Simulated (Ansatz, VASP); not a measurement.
**Ga4SbAs3: VASP beside Ansatz**

```
CELL_PARAMETERS angstrom
4.08058 0.00000 0.00000
-2.04029 3.53389 0.00000
0.00000 0.00000 13.46684
ATOMIC_POSITIONS crystal
As 0.66667 0.33333 0.99268
As 0.66667 0.33333 0.50694
As 0.33333 0.66667 0.74963
Sb 0.33333 0.66667 0.24880
Ga 0.66667 0.33333 0.80922
Ga 0.66667 0.33333 0.32479
Ga 0.33333 0.66667 0.56622
Ga 0.33333 0.66667 0.05173
```

Alike in both runs: task single point; functional PBE; k mesh 12 × 12 × 2; occupations fermi-dirac, width 0.02 eV; no spin polarisation.

|  | VASP | Ansatz |
| --- | --- | --- |
| version | VASP 6.6.1 | Ansatz 0.2.0 |
| potentials or method | VASP PAW PBE potentials, release 64 (As, Sb, Ga_d) | plane waves, PAW |
| plane-wave cutoff (eV) | 520 | 420 |
| valence electrons in the cell | 72 | 112 |

Ansatz gave:

| Quantity | Value |
| --- | --- |
| pressure (GPa) | 2.4 |
| traceless stress, the component that is largest in VASP (GPa) | 0.07 |
| rms of the force components (eV/Å) | 0.021 |

Task: Which values does VASP return?

Result: Pressure (GPa): 2.6; traceless stress, the component that is largest in VASP (GPa): 0.07; rms of the force components (eV/Å): 0.021.

Atom by atom the forces differ by 0.001 eV/Å (rms over components). With one functional, cell and mesh, what is left measures potentials, basis and numerics. VASP's potentials hold 72 valence electrons a cell and Ansatz's 112, so a difference there can come from the potentials and not from the codes.

Spin-orbit coupling is off throughout.
